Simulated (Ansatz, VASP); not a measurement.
**Two plane-wave programs on AlN**

```
CELL_PARAMETERS angstrom
0.00000 2.28227 2.18399
2.28227 0.00000 2.18399
2.28227 2.28227 0.00000
ATOMIC_POSITIONS crystal
Al 0.00000 0.00000 0.00000
N 0.75000 0.75000 0.75000
```

Change from the starting cell: strain +0.0450 x Voigt [1, 1, 0, 0, 0, 0], atoms carried along.

Alike in both runs: task single point; functional r2SCAN; k mesh 10 × 10 × 10; occupations gaussian, width 0.05 eV; no spin polarisation.

|  | VASP | Ansatz |
| --- | --- | --- |
| version | VASP 6.6.1 | Ansatz 0.2.0 |
| potentials or method | VASP PAW PBE potentials, release 64 (Al, N), cutoff 520 eV | scalar-relativistic, plane waves, PAW |
| valence electrons in the cell | 8 | 8 |

```csv
,VASP,Ansatz,Ansatz less VASP
gap on the k mesh at the Fermi level (eV),3.64,3.64,+0.004
least direct gap on the mesh (eV),3.97,3.93,-0.035
pressure (GPa),-16.0,-15.6,+0.39
"traceless stress, the component that is largest in VASP (GPa)",3.99,3.97,-0.018
```

VASP's potentials were made for PBE, not for r2SCAN. With one functional, cell and mesh, what is left measures potentials, basis and numerics.
